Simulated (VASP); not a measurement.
# Al in VASP: notebook, part 2 of 2

VASP 6.6.1.

### Step 3. Single point, PBE

This run uses another cell than the first one: it holds 8 atoms, not 14.

Contents of INCAR:

```
SYSTEM = Al
PREC     = Accurate       ! precision mode
ENCUT    = 520            ! plane-wave cutoff, eV
EDIFF    = 1E-6           ! SCF threshold, eV
ISMEAR   = 0              ! smearing method
SIGMA    = 0.1            ! smearing width, eV
LREAL    = .FALSE.        ! projectors in reciprocal space
LASPH    = .TRUE.         ! aspherical terms in the spheres
NELM     = 80             ! most SCF steps
ALGO     = Normal         ! electronic algorithm
ISIF     = 2              ! what is computed and relaxed
LWAVE    = .FALSE.        ! write WAVECAR
LCHARG   = .FALSE.        ! write CHGCAR
LDIPOL   = .TRUE.       
IDIPOL   = 3            
DIPOL    = 0.5 0.5 0.500
GGA      = PE             ! functional
NBANDS   = 22             ! bands
```

Contents of KPOINTS:

```
Automatic mesh
0
G
  12 12 1
  0 0 0
```

Contents of POSCAR:

```
Al
1.0
    2.8543223330      0.0000000000      0.0000000000
   -1.4271611665      2.4719156509      0.0000000000
    0.0000000000      0.0000000000     31.4205870243
Al
8
Direct
    0.3333333333      0.6666666667      0.2386970044
    0.0000000000      0.0000000000      0.3133550032
    0.6666666667      0.3333333333      0.3880130019
    0.0000000000      0.0000000000      0.4626710006
    0.3333333333      0.6666666667      0.5373289994
    0.0000000000      0.0000000000      0.6119869981
    0.6666666667      0.3333333333      0.6866449968
    0.0000000000      0.0000000000      0.7613029956
```

Potentials or basis: VASP PAW PBE potentials, release 64 (Al).

Launch:

```console
cat potpaw_PBE.64/Al/POTCAR > POTCAR
mpirun -np 1 vasp_std > vasp.out
```

OUTCAR:

```text
SYSTEM = Al
   PREC = Accurate
   ENCUT = 520
   EDIFF = 1E-6
   ISMEAR = 0
   LREAL = .FALSE.
   LASPH = .TRUE.
   NELM = 80
   ISIF = 2
   GGA = PE

 ion  position               nearest neighbor table
   1  0.333  0.667  0.239-   2 2.87   2 2.87   2 2.87
   2  0.000  0.000  0.313-   3 2.87   3 2.87   3 2.87   1 2.87   1 2.87   1 2.87
   3  0.667  0.333  0.388-   2 2.87   4 2.87   2 2.87   4 2.87   2 2.87   4 2.87
   4  0.000  0.000  0.463-   3 2.87   3 2.87   3 2.87   5 2.87   5 2.87   5 2.87
   5  0.333  0.667  0.537-   6 2.87   6 2.87   6 2.87   4 2.87   4 2.87   4 2.87
   6  0.000  0.000  0.612-   5 2.87   7 2.87   5 2.87   7 2.87   7 2.87   5 2.87
   7  0.667  0.333  0.687-   6 2.87   6 2.87   6 2.87   8 2.87   8 2.87   8 2.87
   8  0.000  0.000  0.761-   7 2.87   7 2.87   7 2.87

  LATTYP: Found a hexagonal cell.
 ALAT       =     2.8543223330
 C/A-ratio  =    11.0080724454

  Lattice vectors:

 A1 = (   2.8543223330,   0.0000000000,   0.0000000000)
 A2 = (  -1.4271611665,   2.4719156509,   0.0000000000)
 A3 = (   0.0000000000,   0.0000000000,  31.4205870243)

Analysis of symmetry for initial positions (statically):
=====================================================================
 Subroutine PRICEL returns:
 Original cell was already a primitive cell.

 Routine SETGRP: Setting up the symmetry group for a
 hexagonal supercell.

 Subroutine GETGRP returns: Found  6 space group operations
 (whereof  6 operations were pure point group operations)
 out of a pool of 24 trial point group operations.

The static configuration has the point symmetry C_3v.

Analysis of symmetry for dynamics (positions and initial velocities):
=====================================================================
 Subroutine PRICEL returns:
 Original cell was already a primitive cell.

 Routine SETGRP: Setting up the symmetry group for a
 hexagonal supercell.

 Subroutine GETGRP returns: Found  6 space group operations
 (whereof  6 operations were pure point group operations)
 out of a pool of 24 trial point group operations.

The dynamic configuration has the point symmetry C_3v.

 Subroutine INISYM returns: Found  6 space group operations
 (whereof  6 operations are pure point group operations),
 and found     1 'primitive' translations

----------------------------------------------------------------------------------------

                                     Primitive cell

  volume of cell :     221.6925

  direct lattice vectors                    reciprocal lattice vectors
     2.854322333  0.000000000  0.000000000     0.350345856  0.202272274  0.000000000
    -1.427161166  2.471915651  0.000000000     0.000000000  0.404544548  0.000000000
     0.000000000  0.000000000 31.420587024     0.000000000  0.000000000  0.031826267

  length of vectors
     2.854322333  2.854322333 31.420587024     0.404544548  0.404544548  0.031826267

  position of ions in fractional coordinates (direct lattice)
     0.333333333  0.666666667  0.238697004
     0.000000000  0.000000000  0.313355003
     0.666666667  0.333333333  0.388013002
     0.000000000  0.000000000  0.462671001
     0.333333333  0.666666667  0.537328999
     0.000000000  0.000000000  0.611986998
     0.666666667  0.333333333  0.686644997
[... 62 lines left out ...]
   total plane-waves  NPLWV = 138240
   dimension x,y,z NGX =    24 NGY =   24 NGZ =  240
   dimension x,y,z NGXF=    48 NGYF=   48 NGZF=  480
   ions per type =               8
   NGX,Y,Z   is equivalent  to a cutoff of  13.98, 13.98, 12.70 a.u.
   NGXF,Y,Z  is equivalent  to a cutoff of  27.96, 27.96, 25.40 a.u.
 SYSTEM =  Al
   PREC   = accura    normal or accurate (medium, high low for compatibility)
   ISTART =      0    job   : 0-new  1-cont  2-samecut
   ICHARG =      2    charge: 1-file 2-atom 10-const
   ISPIN  =      1    spin polarized calculation?
   LNONCOLLINEAR =      F non collinear calculations
   LSORBIT =      F    spin-orbit coupling
   LASPH  =      T    aspherical Exc in radial PAW
   ENCUT  =  520.0 eV  38.22 Ry    6.18 a.u.   5.31  5.31 58.42*2*pi/ulx,y,z
   NELM   =     80;   NELMIN=  2; NELMDL= -5     # of ELM steps
   EDIFF  = 0.1E-05   stopping-criterion for ELM
   LREAL  =      F    real-space projection
   EDIFFG = 0.1E-04   stopping-criterion for IOM
   NSW    =      0    number of steps for IOM
   IBRION =     -1    ionic relax: 0-MD 1-quasi-New 2-CG
   NFREE  =      0    steps in history (QN), initial steepest desc. (CG)
   ISIF   =      2    stress and relaxation
   ISYM   =      2    0-nonsym 1-usesym 2-fastsym
   POTIM  = 0.5000    time-step for ionic-motion
   TEBEG  =    0.0;   TEEND  =   0.0 temperature during run
   PSTRESS=    0.0 pullay stress
   NELECT =      24.0000    total number of electrons
   NUPDOWN=      -1.0000    fix difference up-down
   EMIN   =  10.00;   EMAX   =-10.00  energy-range for DOS
   EFERMI =   0.00;   METHOD = LEGACY
   ISMEAR =     0;   SIGMA  =   0.10  broadening in eV -4-tet -1-fermi 0-gaus
   EFERMI_NEDOS =   21; number of points for ismear=-14 and -15
   IALGO  =     38    algorithm
   IMIX   =      4    mixing-type and parameters
     AMIX     =   0.40;   BMIX     =  1.00
     AMIX_MAG =   1.60;   BMIX_MAG =  1.00
  volume/ion in A,a.u.               =      27.71       187.01
  Fermi-wavevector in a.u.,A,eV,Ry     =   0.780240  1.474440  8.282881  0.608775
  Thomas-Fermi vector in A             =   1.883510
   LORBIT       =      0    0 simple, 1 ext, 2 COOP (PROOUT), +10 PAW based schemes
   GGA     = PE    functional components
   LHFCALC =     F    Hartree Fock is set to
   AEXX    =    0.0000 exact exchange contribution
   IVDW    =     0    specifies the selected vdW correction
   LEPSILON=     F    determine dielectric tensor
   LRPA    =     F    only Hartree local field effects (RPA)
 non-spin polarized calculation
 Gauss-broadening in eV      SIGMA  =   0.10
  energy-cutoff  :      520.00
  volume of cell :      221.69
 maximum number of plane-waves:      6021
 NGX is ok and might be reduce to    24
   NGX = 11   NGY = 11   NGZ =117

 dipolmoment           0.000000      0.000000      0.001938 electrons x Angstroem

 number of electron      24.0000000 magnetization

 dipolmoment           0.000000      0.000000     -0.001140 electrons x Angstroem

 Free energy of the ion-electron system (eV)
  ---------------------------------------------------
  ext. energy  EPLUGINS =         0.00000000
  ---------------------------------------------------
  free energy    TOTEN  =       -29.18153338 eV

  energy without entropy =      -29.16965576  energy(sigma->0) =      -29.17559457

 E-fermi :   3.0784     XC(G=0):  -6.6753

 val. band max:        3.0518746584   @ k =   0.1667   0.0000   0.0000
 cond. band min:       3.1077519343   @ k =   0.2500   0.2500   0.0000
 fundamental gap:      0.0558772759
 Fermi energy:         3.0784415812

 k-point     1 :       0.0000    0.0000    0.0000
  band No.  band energies     occupation
      1      -7.8505      2.00000
      2      -7.5762      2.00000
      3      -7.1035      2.00000
      4      -6.4526      2.00000
      5      -5.6180      2.00000
      6      -4.6276      2.00000
[... 464 lines left out ...]
     21       4.6931      0.00000
     22       5.6136      0.00000

------------------------ aborting loop because EDIFF is reached ----------------------------------------

 vacuum level on the upper side and lower side of the slab       (xc-potential included)        -0.173        -0.148

  FORCE on cell =-STRESS in cart. coord.  units (eV):
  Direction    XX          YY          ZZ          XY          YZ          ZX
  --------------------------------------------------------------------------------------
  -------------------------------------------------------------------------------------
  Total       -1.3170184     -1.3170184      0.5168166      0.0000000      0.0000000      0.0000000
  in kB       -9.5181266     -9.5181266      3.7350468      0.0000000      0.0000000      0.0000000
  external PRESSURE =      -5.1004021 kB  Pullay stress =       0.0000000 kB

 VOLUME and BASIS-vectors are now :
 -----------------------------------------------------------------------------
  energy-cutoff  :      520.00
  volume of cell :      221.69
      direct lattice vectors                 reciprocal lattice vectors
     2.854322333  0.000000000  0.000000000     0.350345856  0.202272274  0.000000000
    -1.427161166  2.471915651  0.000000000     0.000000000  0.404544548  0.000000000
     0.000000000  0.000000000 31.420587024     0.000000000  0.000000000  0.031826267

 POSITION                                       TOTAL-FORCE (eV/Angst)
 -----------------------------------------------------------------------------------
     -0.00000      1.64794      7.50000        -0.000000      0.000000     -0.043895
      0.00000      0.00000      9.84580        -0.000000      0.000000      0.018239
      1.42716      0.82397     12.19160        -0.000000      0.000000      0.003734
      0.00000      0.00000     14.53739         0.000000     -0.000000      0.068974
     -0.00000      1.64794     16.88319         0.000000     -0.000000     -0.080320
      0.00000      0.00000     19.22899         0.000000     -0.000000      0.010749
      1.42716      0.82397     21.57479        -0.000000      0.000000     -0.099644
      0.00000      0.00000     23.92059        -0.000000     -0.000000      0.122162
 -----------------------------------------------------------------------------------
    total drift:                                0.000000     -0.000000      0.000004

  FREE ENERGIE OF THE ION-ELECTRON SYSTEM (eV)
  ---------------------------------------------------
  free  energy   TOTEN  =       -29.1815333826 eV

  energy  without entropy=      -29.1696557591  energy(sigma->0) =      -29.17559457

 vacuum level on the upper side and lower side of the slab         7.089         7.118
```

It took 5.1 min on 1 thread of Intel Xeon 8259CL, shared host; peak memory 0.39 GiB.

What came out:

* Free energy: -29.1815 eV
* Largest force: 0.122 eV/Å
* Band gap on the k mesh: zero (bands 12 and 13 overlap by 3.22 eV)

Forces on the atoms (eV/Å):
```
Al   0.000  0.000 -0.044
Al   0.000  0.000  0.018
Al   0.000  0.000  0.004
Al   0.000  0.000  0.069
Al   0.000  0.000 -0.080
Al   0.000  0.000  0.011
Al   0.000  0.000 -0.100
Al   0.000  0.000  0.122
```
